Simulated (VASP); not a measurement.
# Fe (Fm-3m) in VASP: a series of runs

Fe is run at these levels: PBE; tasks: single point.

Program: VASP 6.6.1. These are calculated values, not measurements. Logs are shortened: lines on timing, memory, paths and dates and some standing lists are left out, and cuts for length are marked.

**1. The cell of the first run**

It takes space group Fm-3m (No. 225, cubic). The conventional cell has a = 3.569 Å, b = 3.569 Å, c = 3.569 Å, α = 90.00°, β = 90.00°, γ = 90.00°. Fe (site symmetry m-3m) has 12 Fe at 2.52 Å within 3.3 Å.

**2. Single point, PBE, collinear spin, ferromagnetic start**

INCAR reads:

```
  PREC = Accurate
  ENCUT = 520
  EDIFF = 1E-6
  ISMEAR = -1
  SIGMA = 0.1
  LREAL = False
  LASPH = True
  NELM = 150
  ALGO = Normal
  ISIF = 2
  LWAVE = False
  LCHARG = False
  ISPIN = 2
  MAGMOM = 1.91
  LORBIT = 11
  NUPDOWN = 1.91
  LMAXMIX = 4
  GGA = PE
  NBANDS = 14
```

KPOINTS reads:

```
Automatic mesh
0
Gamma
  12 12 12
```

POSCAR reads:

```
Fe
1.0
    0.0000000000      1.7845000000      1.7845000000
    1.7845000000      0.0000000000      1.7845000000
    1.7845000000      1.7845000000      0.0000000000
Fe
1
Direct
    0.0000000000      0.0000000000      0.0000000000
```

Potentials or basis: VASP PAW PBE potentials, release 64 (Fe).

Started as:

```sh
$ cat potpaw_PBE.64/Fe/POTCAR > POTCAR
$ mpirun -np 1 vasp_std > vasp.out
```

OUTCAR:

```text
PREC = Accurate
   ENCUT = 520
   EDIFF = 1E-6
   ISMEAR = -1
   LREAL = False
   LASPH = True
   NELM = 150
   ISIF = 2
   ISPIN = 2
   LORBIT = 11
   NUPDOWN = 1.91
   GGA = PE

 ion  position               nearest neighbor table
   1  0.000  0.000  0.000-

  LATTYP: Found a face centered cubic cell.
 ALAT       =     3.5690000000

  Lattice vectors:

 A1 = (   0.0000000000,   1.7845000000,   1.7845000000)
 A2 = (   1.7845000000,   0.0000000000,   1.7845000000)
 A3 = (   1.7845000000,   1.7845000000,   0.0000000000)

Analysis of symmetry for initial positions (statically):
=====================================================================
 Subroutine PRICEL returns:
 Original cell was already a primitive cell.

 Routine SETGRP: Setting up the symmetry group for a
 face centered cubic supercell.

 Subroutine GETGRP returns: Found 48 space group operations
[... 9 lines left out ...]

 Routine SETGRP: Setting up the symmetry group for a
 face centered cubic supercell.

 Subroutine GETGRP returns: Found 48 space group operations
 (whereof 48 operations were pure point group operations)
 out of a pool of 48 trial point group operations.

The dynamic configuration has the point symmetry O_h .

Analysis of structural, dynamic, and magnetic symmetry:
=====================================================================
 Subroutine PRICEL returns:
 Original cell was already a primitive cell.

 Routine SETGRP: Setting up the symmetry group for a
 face centered cubic supercell.

 Subroutine GETGRP returns: Found 48 space group operations
 (whereof 48 operations were pure point group operations)
 out of a pool of 48 trial point group operations.

The overall configuration has the point symmetry O_h .

 Subroutine INISYM returns: Found 48 space group operations
[... 5 lines left out ...]
                                     Primitive cell

  volume of cell :      11.3653

  direct lattice vectors                    reciprocal lattice vectors
     0.000000000  1.784500000  1.784500000    -0.280190530  0.280190530  0.280190530
     1.784500000  0.000000000  1.784500000     0.280190530 -0.280190530  0.280190530
     1.784500000  1.784500000  0.000000000     0.280190530  0.280190530 -0.280190530

  length of vectors
     2.523664102  2.523664102  2.523664102     0.485304233  0.485304233  0.485304233

  position of ions in fractional coordinates (direct lattice)
     0.000000000  0.000000000  0.000000000

  ion indices of the primitive-cell ions
   primitive index   ion index
                 1           1

----------------------------------------------------------------------------------------

 KPOINTS: Automatic mesh

Automatic generation of k-mesh.
 Grid dimensions read from file:
 generate k-points for:   12   12   12

 Generating k-lattice:

  Cartesian coordinates                     Fractional coordinates (reciprocal lattice)
    -0.023349211  0.023349211  0.023349211     0.083333333  0.000000000  0.000000000
     0.023349211 -0.023349211  0.023349211     0.000000000  0.083333333  0.000000000
     0.023349211  0.023349211 -0.023349211     0.000000000  0.000000000  0.083333333

  Length of vectors
     0.040442019  0.040442019  0.040442019

  Shift w.r.t. Gamma in fractional coordinates (k-lattice)
     0.000000000  0.000000000  0.000000000

 Subroutine IBZKPT returns following result:
 ===========================================

 Found     72 irreducible k-points:

 Following reciprocal coordinates:
            Coordinates               Weight
  0.000000  0.000000  0.000000      1.000000
  0.083333  0.000000  0.000000      8.000000
  0.166667  0.000000  0.000000      8.000000
  0.250000  0.000000  0.000000      8.000000
  0.333333  0.000000  0.000000      8.000000
  0.416667  0.000000  0.000000      8.000000
[... 16 lines left out ...]
  0.500000  0.166667  0.000000     24.000000
 -0.416667  0.166667  0.000000     24.000000
 [... further k-points ...]
   k-points           NKPTS =     72   k-points in BZ     NKDIM =     72   number of bands    NBANDS=     14
   number of dos      NEDOS =    301   number of ions     NIONS =      1
   total plane-waves  NPLWV =   8000
   dimension x,y,z NGX =    20 NGY =   20 NGZ =   20
   dimension x,y,z NGXF=    40 NGYF=   40 NGZF=   40
   ions per type =               1
   NGX,Y,Z   is equivalent  to a cutoff of  13.17, 13.17, 13.17 a.u.
   NGXF,Y,Z  is equivalent  to a cutoff of  26.35, 26.35, 26.35 a.u.
 SYSTEM =  unknown system
   PREC   = accura    normal or accurate (medium, high low for compatibility)
   ISTART =      0    job   : 0-new  1-cont  2-samecut
   ICHARG =      2    charge: 1-file 2-atom 10-const
   ISPIN  =      2    spin polarized calculation?
   LNONCOLLINEAR =      F non collinear calculations
   LSORBIT =      F    spin-orbit coupling
   LASPH  =      T    aspherical Exc in radial PAW
   ENCUT  =  520.0 eV  38.22 Ry    6.18 a.u.   4.69  4.69  4.69*2*pi/ulx,y,z
   NELM   =    150;   NELMIN=  2; NELMDL= -5     # of ELM steps
   EDIFF  = 0.1E-05   stopping-criterion for ELM
   LREAL  =      F    real-space projection
   EDIFFG = 0.1E-04   stopping-criterion for IOM
   NSW    =      0    number of steps for IOM
   IBRION =     -1    ionic relax: 0-MD 1-quasi-New 2-CG
   NFREE  =      0    steps in history (QN), initial steepest desc. (CG)
   ISIF   =      2    stress and relaxation
   ISYM   =      2    0-nonsym 1-usesym 2-fastsym
   POTIM  = 0.5000    time-step for ionic-motion
   TEBEG  =    0.0;   TEEND  =   0.0 temperature during run
   PSTRESS=    0.0 pullay stress
   NELECT =       8.0000    total number of electrons
   NUPDOWN=       1.9100    fix difference up-down
   EMIN   =  10.00;   EMAX   =-10.00  energy-range for DOS
   EFERMI =   0.00;   METHOD = LEGACY
   ISMEAR =    -1;   SIGMA  =   0.10  broadening in eV -4-tet -1-fermi 0-gaus
   EFERMI_NEDOS =   21; number of points for ismear=-14 and -15
   IALGO  =     38    algorithm
   IMIX   =      4    mixing-type and parameters
     AMIX     =   0.40;   BMIX     =  1.00
     AMIX_MAG =   1.60;   BMIX_MAG =  1.00
  volume/ion in A,a.u.               =      11.37        76.70
  Fermi-wavevector in a.u.,A,eV,Ry     =   1.456280  2.751971 28.854583  2.120752
  Thomas-Fermi vector in A             =   2.573217
   LORBIT       =     11    0 simple, 1 ext, 2 COOP (PROOUT), +10 PAW based schemes
   GGA     = PE    functional components
   LHFCALC =     F    Hartree Fock is set to
   AEXX    =    0.0000 exact exchange contribution
   IVDW    =     0    specifies the selected vdW correction
   LEPSILON=     F    determine dielectric tensor
   LRPA    =     F    only Hartree local field effects (RPA)
 spin polarized calculation
  energy-cutoff  :      520.00
  volume of cell :       11.37
 maximum number of plane-waves:       331
   NGX =  9   NGY =  9   NGZ =  9

 number of electron       7.9999996 magnetization       1.9099999

 Free energy of the ion-electron system (eV)
  ---------------------------------------------------
  ext. energy  EPLUGINS =         0.00000000
  ---------------------------------------------------
  free energy    TOTEN  =        -8.09324166 eV

  energy without entropy =       -8.02722803  energy(sigma->0) =       -8.06023484

 E-fermi :   5.8249     XC(G=0): -13.1238

 val. band max:        5.8191274863   @ k =  -0.4167   0.3333   0.0000
 cond. band min:       5.8518043218   @ k =   0.1667   0.1667   0.0000
 fundamental gap:      0.0326768354
 Fermi energy:         5.8213973962

 spin component 1

 k-point     1 :       0.0000    0.0000    0.0000
  band No.  band energies     occupation
      1      -2.6233      1.00000
      2       3.7133      1.00000
      3       3.7133      1.00000
      4       3.7133      1.00000
      5       4.7078      0.99999
      6       4.7078      0.99999
      7      28.2581      0.00000
      8      32.7365      0.00000
      9      32.7365      0.00000
     10      32.7365      0.00000
     11      35.7831      0.00000
     12      35.7831      0.00000
     13      35.7831      0.00000
     14      38.1443      0.00000

 k-point     2 :       0.0833    0.0000    0.0000
  band No.  band energies     occupation
      1      -2.3525      1.00000
      2       3.6295      1.00000
      3       3.7821      1.00000
      4       3.7821      1.00000
      5       4.6798      0.99999
      6       4.6798      0.99999
      7      27.6323      0.00000
      8      30.3570      0.00000
      9      32.3338      0.00000
     10      32.3338      0.00000
[... 362 lines left out ...]
 k-point    24 :      -0.4167    0.1667    0.0000
  band No.  band energies     occupation
      1       1.6492      1.00000
      2       2.9371      1.00000
      3       3.8953      1.00000
      4       3.9545      1.00000
      5       5.6419      0.85753
      6       8.6129      0.00000
      7      13.0112      0.00000
      8      22.6604      0.00000
      9      27.4028      0.00000
     10      28.1937      0.00000
     11      36.9740      0.00000
     12      37.2277      0.00000
     13      44.5311      0.00000
     14      47.0555      0.00000

 [... further k-points ...]

 spin component 2

 k-point     1 :       0.0000    0.0000    0.0000
  band No.  band energies     occupation
      1      -2.4453      1.00000
      2       5.3468      0.99168
      3       5.3468      0.99168
      4       5.3468      0.99168
      5       7.1180      0.00000
      6       7.1180      0.00000
      7      27.9762      0.00000
      8      33.0693      0.00000
      9      33.0693      0.00000
     10      33.0693      0.00000
     11      36.2914      0.00000
     12      36.2914      0.00000
     13      36.2914      0.00000
     14      37.6172      0.00000

 k-point     2 :       0.0833    0.0000    0.0000
  band No.  band energies     occupation
      1      -2.1731      1.00000
      2       5.2384      0.99717
      3       5.4235      0.98225
      4       5.4236      0.98224
      5       7.0794      0.00000
      6       7.0795      0.00000
      7      27.5619      0.00000
      8      30.5350      0.00000
      9      32.7400      0.00000
     10      32.7400      0.00000
[... 362 lines left out ...]
 k-point    24 :      -0.4167    0.1667    0.0000
  band No.  band energies     occupation
      1       2.6891      1.00000
      2       4.5798      1.00000
      3       5.1682      0.99860
      4       5.9295      0.25987
      5       7.6939      0.00000
      6       9.8618      0.00000
      7      14.0662      0.00000
      8      23.1286      0.00000
      9      27.9789      0.00000
     10      28.3905      0.00000
     11      37.4204      0.00000
     12      37.4675      0.00000
     13      44.9876      0.00000
     14      47.5293      0.00000

 [... further k-points ...]
[... 5 lines left out ...]
  --------------------------------------------------------------------------------------
  -------------------------------------------------------------------------------------
  Total       -0.1932087     -0.1932087     -0.1932087      0.0000000      0.0000000     -0.0000000
  in kB      -27.2369023    -27.2369023    -27.2369023      0.0000000      0.0000000     -0.0000000
  external PRESSURE =     -27.2369023 kB  Pullay stress =       0.0000000 kB

 VOLUME and BASIS-vectors are now :
 -----------------------------------------------------------------------------
  energy-cutoff  :      520.00
  volume of cell :       11.37
      direct lattice vectors                 reciprocal lattice vectors
     0.000000000  1.784500000  1.784500000    -0.280190530  0.280190530  0.280190530
     1.784500000  0.000000000  1.784500000     0.280190530 -0.280190530  0.280190530
     1.784500000  1.784500000  0.000000000     0.280190530  0.280190530 -0.280190530

 POSITION                                       TOTAL-FORCE (eV/Angst)
 -----------------------------------------------------------------------------------
      0.00000      0.00000      0.00000         0.000000      0.000000      0.000000
 -----------------------------------------------------------------------------------
    total drift:                                0.000000      0.000000      0.000000

  FREE ENERGIE OF THE ION-ELECTRON SYSTEM (eV)
  ---------------------------------------------------
  free  energy   TOTEN  =        -8.0932416586 eV

  energy  without entropy=       -8.0272280305  energy(sigma->0) =       -8.06023484

 total charge

# of ion       s       p       d       tot
------------------------------------------
    1        0.491   0.537   6.238   7.266

 magnetization (x)

# of ion       s       p       d       tot
------------------------------------------
    1       -0.014  -0.038   1.954   1.902
```

Wall time 24 s (1 thread of Intel Xeon Platinum 8259CL at 2.50GHz (Skylake/Cascade Lake), shared host); peak memory 0.14 GiB.

Results:

- Free energy: -8.0932 eV
- Pressure: -2.7 GPa
- Net moment: 1.91 μB per cell
- Site moments: Fe +1.90 μB
- Valence electrons inside the program's atomic spheres: Fe 7.27

Caveat: the total moment is fixed, so each spin has its own Fermi level.

**3. Single point, PBE, collinear spin, ferromagnetic start**

INCAR reads:

```
  PREC = Accurate
  ENCUT = 520
  EDIFF = 1E-6
  ISMEAR = -1
  SIGMA = 0.1
  LREAL = F
  LASPH = T
  NELM = 150
  ALGO = Normal
  ISIF = 2
  LWAVE = F
  LCHARG = T
  ISPIN = 2
  MAGMOM = 2.67
  LORBIT = 11
  NUPDOWN = 2.67
  LMAXMIX = 4
  GGA = PE
  LELF = T
  LVHAR = T
  NBANDS = 14
```

KPOINTS reads:

```
regular mesh
0
Gamma
  12 12 12
```

POSCAR is that of step 2.

Potentials or basis: VASP PAW PBE potentials, release 64 (Fe).

Started as:

```sh
$ cat potpaw_PBE.64/Fe/POTCAR > POTCAR
$ mpirun -np 1 vasp_std > vasp.out
```

Run time: 25 s. Hardware: 1 thread of Intel Xeon Platinum 8259CL at 2.50GHz (Skylake/Cascade Lake), shared host; peak memory 0.14 GiB.

Results (log left out):

```
Free energy                                           : -8.0631 eV
Pressure                                              : 15.3 GPa
Net moment                                            : 2.67 μB per cell
Site moments                                          : Fe +2.65 μB
Valence electrons inside the program's atomic spheres : Fe 7.27
```

Caveat: the total moment is fixed, so each spin has its own Fermi level.

**4. Single point, PBE, collinear spin, ferromagnetic start**

INCAR reads:

```
SYSTEM = Fe
PREC = Accurate
ENCUT = 520
EDIFF = 1E-6
ISMEAR = -1
SIGMA = 0.1
LREAL = .FALSE.
LASPH = .TRUE.
NELM = 150
ALGO = Normal
ISIF = 2
LWAVE = .FALSE.
LCHARG = .FALSE.
ISPIN = 2
MAGMOM = 0.4
LORBIT = 11
LMAXMIX = 4
GGA = PE
NBANDS = 14
```

KPOINTS reads:

```
Automatic mesh
0
G
  12 12 12
  0 0 0
```

POSCAR is that of step 3.

Started as:

```sh
$ cat potpaw_PBE.64/Fe/POTCAR > POTCAR
$ mpirun -np 1 vasp_std > vasp.out
```

Wall time 38 s (1 thread of Intel Xeon Platinum 8259CL at 2.50GHz (Skylake/Cascade Lake), shared host); peak memory 0.14 GiB.

The run converged. Its results:

```
Free energy                                           : -8.0192 eV
Pressure                                              : -23.0 GPa
Band gap on the k mesh                                : zero (filled and empty bands overlap)
Net moment                                            : 0.00 μB per cell
Valence electrons inside the program's atomic spheres : Fe 7.26
```

Levels at points of the mesh, in eV from the Fermi level:
Spin up:
```
           k point  band 1  band 2  band 3  band 4  band 5  band 6  band 7  band 8
(0.00, 0.00, 0.00)   -8.25   -1.40   -1.40   -1.40   -0.08   -0.08   22.43   27.19
(0.50, 0.00, 0.00)   -4.28   -1.48   -1.48    0.21    0.84    0.84    7.34   21.06
(0.50, 0.50, 0.00)   -4.28   -3.61    0.81    1.07    1.07    3.00   10.61   15.14
```
Spin down:
```
           k point  band 1  band 2  band 3  band 4  band 5  band 6  band 7  band 8  band 9
(0.00, 0.00, 0.00)   -8.25   -1.40   -1.40   -1.40   -0.08   -0.08   22.43   27.19   27.19
(0.50, 0.00, 0.00)   -4.28   -1.48   -1.48    0.21    0.84    0.84    7.34   21.06   25.09
(0.50, 0.50, 0.00)   -4.28   -3.61    0.81    1.07    1.07    3.00   10.61   15.14   15.14
```

**5. Overview**

```csv
fixed moment (μB),pressure (GPa),moment (μB)
1.91,-2.7,1.91
2.67,15.3,2.67
-,-23.0,0.00
```

Alike in all rows: task single point; level PBE; potentials or basis VASP PAW PBE potentials, release 64 (Fe); spin collinear, ferromagnetic start; cell as given; k mesh 12 × 12 × 12; cutoff (eV) 520; smearing fermi-dirac 0.1 eV.

Caveats: the total moment is fixed, so each spin has its own Fermi level (some runs).

Absolute energies hang on the potentials; compare differences alone.
